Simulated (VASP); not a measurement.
Mn: single point with RPBE

The system is Mn.

```
Mn
1.0
     2.60181    0.00000    0.00000
    -1.30090    2.25323    0.00000
     0.00000    0.00000    4.22965
Mn
2
Cartesian
  0.0000 1.5022 1.0574
  1.3009 0.7511 3.1722
```

This cell differs from its parent crystal: volume scaled by 1.12.

| Quantity | Value |
| --- | --- |
| Program | VASP 6.6.1 |
| Task | single point |
| Functional | RPBE |
| Potentials or basis | VASP PAW PBE potentials, release 64 (Mn_pv) |
| Cutoff | 520 eV |
| k mesh | 24 × 24 × 13 |
| Occupations | fermi-dirac, width 0.05 eV |
| Spin | collinear spin, antiferromagnetic start |
| Starting moments | [0.807, -0.807] μB |
| Dipole correction | no |
| Further INCAR settings | ALGO = Normal; EDIFF = 1e-07; NBANDS = 24 |

| Item | Value |
| --- | --- |
| Pressure | -13.0 GPa |
| Band gap on the k mesh | zero (filled and empty bands overlap) |
| Net moment | 0.00 μB per cell |
| Site moments | Mn +1.68, -1.68 μB |
| Valence electrons inside the program's atomic spheres | Mn 11.73 |

Stress tensor (GPa, compression positive):
```
-13.83   0.00   0.00
  0.00 -13.83   0.00
  0.00   0.00 -11.42
```

Levels at points of the mesh, in eV from the Fermi level:
Spin up:
```tsv
k point	band 10	band 11	band 12	band 13	band 14	band 15	band 16	band 17
(0.00, 0.00, 0.00)	-1.31	-0.73	-0.44	-0.44	0.16	0.16	0.35	1.91
(0.50, 0.00, 0.00)	-1.40	-1.21	-0.59	-0.24	0.80	1.97	2.39	2.90
```
Spin down:
```tsv
k point	band 11	band 12	band 13	band 14	band 15	band 16
(0.00, 0.00, 0.00)	-0.73	-0.44	-0.44	0.16	0.16	0.35
(0.50, 0.00, 0.00)	-1.21	-0.59	-0.24	0.80	1.97	2.39
```

Wall time 3.8 min on 1 thread of Intel(R) Xeon(R) 6975P-C (Granite Rapids), on a shared host, peak memory 0.42 GiB.

Caveat: the PAW data sets were made with another functional, which shifts forces and pressure a little.
